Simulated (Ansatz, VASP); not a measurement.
BaHf3H2 in VASP and in Ansatz

```
Ba Hf H
1.0
     4.33937    0.00000    0.00000
     0.00000    4.33937    0.00000
     0.00000    0.00000    6.27873
Ba Hf H
1 3 2
Direct
  0.50000 0.50000 0.00000
  0.00000 0.00000 0.00000
  0.50000 0.50000 0.50000
  0.00000 0.00000 0.50000
  0.50000 0.00000 0.50000
  0.00000 0.50000 0.50000
```

Alike in both runs: functional PBE; k mesh 4 × 4 × 4; occupations gaussian, width 0.1 eV; no spin polarisation.

Ansatz relaxed the structure, and its values are those at the end. VASP's run is a single point on that final structure, the one shown.

|  | VASP | Ansatz |
| --- | --- | --- |
| version | VASP 6.6.1 | Ansatz 0.2.0 |
| potentials or method | VASP PAW PBE potentials, release 64 (Ba_sv, Hf_pv, H), cutoff 520 eV | scalar-relativistic, plane waves, PAW |
| valence electrons in the cell | 42 | 90 |

VASP gave:

```
gap on the k mesh at the Fermi level (eV) : none
pressure (GPa)                            : 0.2
```

**Question.** What did Ansatz give for the same quantities?

**Answer.** gap on the k mesh at the Fermi level (eV): none; pressure (GPa): 0.0.

A gap of «none» marks a metal or a gap that the smearing closes. VASP's potentials hold 42 valence electrons a cell and Ansatz's 90, so a difference there can come from the potentials and not from the codes.

The k mesh is coarse, so the values compare programs but aren't converged. Spin-orbit coupling is off throughout.
